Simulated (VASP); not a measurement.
A run of VASP 6.6.1:

The input INCAR:

```
SYSTEM = CrCuO2
ALGO = Normal ; EDIFF = 1E-6
ENCUT = 600 ; GGA = PE
GGA_COMPAT = .FALSE. ; ISIF = 2
ISMEAR = 0 ; ISPIN = 2
LASPH = .TRUE. ; LCHARG = .FALSE.
LDAU = .TRUE. ; LDAUJ = 0 0 0
LDAUL = 2 2 -1 ; LDAUPRINT = 1
LDAUTYPE = 2 ; LDAUU = 3.7 4 0
LMAXMIX = 4 ; LORBIT = 11
LREAL = .FALSE. ; LWAVE = .FALSE.
MAGMOM = 4 1 0 0 ; NBANDS = 30
NELM = 200 ; PREC = Accurate
SIGMA = 0.05
```

Contents of KPOINTS:

```
k-points
0
G
  5 5 5
  0 0 0
```

Contents of POSCAR:

```
CrCuO2
1.0
    1.4867000000      0.8583466452      5.7000000000
   -1.4867000000      0.8583466452      5.7000000000
    0.0000000000     -1.7166932904      5.7000000000
Cr Cu O
1 1 2
Direct
    0.5000000000      0.5000000000      0.5000000000
    0.0000000000      0.0000000000      0.0000000000
    0.1079200000      0.1079200000      0.1079200000
    0.8920800000      0.8920800000      0.8920800000
```

Potentials or basis: VASP PAW PBE potentials, release 64 (Cr_pv, Cu, O).

Command:

```console
$ cat potpaw_PBE.64/Cr_pv/POTCAR potpaw_PBE.64/Cu/POTCAR potpaw_PBE.64/O/POTCAR > POTCAR
$ mpirun -np 1 vasp_std > vasp.out
```

Hardware: 1 thread of Intel(R) Xeon(R) Platinum 8259CL CPU @ 2.50GHz (Skylake/Cascade Lake) (shared host).

Question: Estimate the wall time of this run.

Answer: Wall time 2.8 min on 1 thread of Intel(R) Xeon(R) Platinum 8259CL CPU @ 2.50GHz (Skylake/Cascade Lake), on a shared host, peak memory 0.42 GiB. Counts: scf iterations 15, k points 19.
